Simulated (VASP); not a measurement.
A run of VASP 6.6.1 is set up as follows.

The input INCAR:

```
SYSTEM = C
  PREC = Accurate
  ENCUT = 520
  EDIFF = 1E-6
  ISMEAR = 1
  SIGMA = 0.0562
  LREAL = .FALSE.
  LASPH = .TRUE.
  NELM = 60
  ALGO = Normal
  ISIF = 2
  LWAVE = .FALSE.
  LCHARG = .FALSE.
  GGA = PS
  NBANDS = 11
```

The input KPOINTS:

```
regular mesh
0
G
  14 14 14
  0 0 0
```

POSCAR

```
C
1.0
    0.0000000000      2.1687164733      3.4136637295
    1.2520845459      0.0000000000      3.4136637295
    1.2520845459      2.1687164733      0.0000000000
C
2
Direct
    0.1666666667      0.8333333333      0.1666666667
    0.8333333333      0.1666666667      0.8333333333
```

Potentials or basis: VASP PAW PBE potentials, release 64 (C).

The run is started by

```console
$ cat potpaw_PBE.64/C/POTCAR > POTCAR
$ mpirun -np 1 vasp_std > vasp.out
```

Predict the largest force.

0.031 eV/Å.

Estimate the pressure.

-13.0 GPa.

Stress tensor (GPa, compression positive):
```
-20.17   0.00   0.00
  0.00 -20.14   0.00
  0.00   0.00   1.24
```

Caveat: the cell stands under tension; this functional lacks dispersion, which binds the layers, so the pressure and a relaxed spacing across them are unreliable; the PAW data sets were made with another functional, which shifts forces and pressure a little.
